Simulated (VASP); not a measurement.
Input of a VASP 6.6.1 run:

Contents of INCAR:

```
ALGO = Fast ; EDIFF = 1E-6
ENCUT = 520 ; GGA = PE
ISIF = 2 ; ISMEAR = 0
LASPH = True ; LCHARG = False
LREAL = False ; LWAVE = False
NBANDS = 28 ; NELM = 100
PREC = Accurate ; SIGMA = 0.1
```

Contents of KPOINTS:

```
k-points
0
Gamma
  12 12 4
```

Contents of POSCAR:

```
Sr
1.0
    4.1773103536      0.0000000000      0.0000000000
   -2.0886551768      3.6176568857      0.0000000000
    0.0000000000      0.0000000000     13.6914538571
Sr
4
Direct
    0.0000000000      0.0000000000      0.0000000000
    0.3333333333      0.6666666667      0.2500000000
    0.0000000000      0.0000000000      0.5000000000
    0.6666666667      0.3333333333      0.7500000000
```

Potentials or basis: VASP PAW PBE potentials, release 64 (Sr_sv).

Launch:

```bash
$ cat potpaw_PBE.64/Sr_sv/POTCAR > POTCAR
$ mpirun -np 1 vasp_std > vasp.out
```

(1) Estimate the band gap on the k mesh.

(2) Predict the pressure.

## Answers

(1) zero (bands 20 and 21 overlap by 0.18 eV).

(2) 0.8 GPa.
